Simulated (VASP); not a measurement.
BePd, 2 atoms in the cell. It takes space group Pm-3m (No. 221, cubic). Conventional cell: a = 2.798 Å, b = 2.798 Å, c = 2.798 Å, α = 90.00°, β = 90.00°, γ = 90.00°. Be (site symmetry m-3m) has 8 Pd at 2.42 Å and 6 Be at 2.80 Å within 3.2 Å. Pd (site symmetry m-3m) has 8 Be at 2.42 Å and 6 Pd at 2.80 Å within 3.2 Å. 

| Item | Value |
| --- | --- |
| Program | VASP 6.6.1 |
| Task | relaxation of cell and atoms |
| Functional | PBEsol |
| Potentials or basis | VASP PAW PBE potentials, release 64 (Be, Pd) |
| Cutoff | 600 eV |
| k mesh | 16 × 16 × 16 |
| Occupations | fermi-dirac, width 0.05 eV |
| Spin | no spin polarisation |
| Target pressure | 4 GPa |
| Dipole correction | no |
| Further INCAR settings | ALGO = Normal; EDIFF = 1e-07; IBRION = 2; EDIFFG = -0.002; NSW = 100; ISIF = 3 |

Potentials or basis: VASP PAW PBE potentials, release 64 (Be, Pd).

Command:

```console
$ cat potpaw_PBE.64/Be/POTCAR potpaw_PBE.64/Pd/POTCAR > POTCAR
$ mpirun -np 1 vasp_std > vasp.out
```

Hardware: 1 thread of Intel(R) Xeon(R) Platinum 8559C (Emerald Rapids), on a shared host.

How long does it take, and how much memory?

It took 28 s on 1 thread of Intel(R) Xeon(R) Platinum 8559C (Emerald Rapids), with other jobs on the host, peak memory 0.19 GiB. Counts: scf iterations 28, k points 165, ion steps 3.
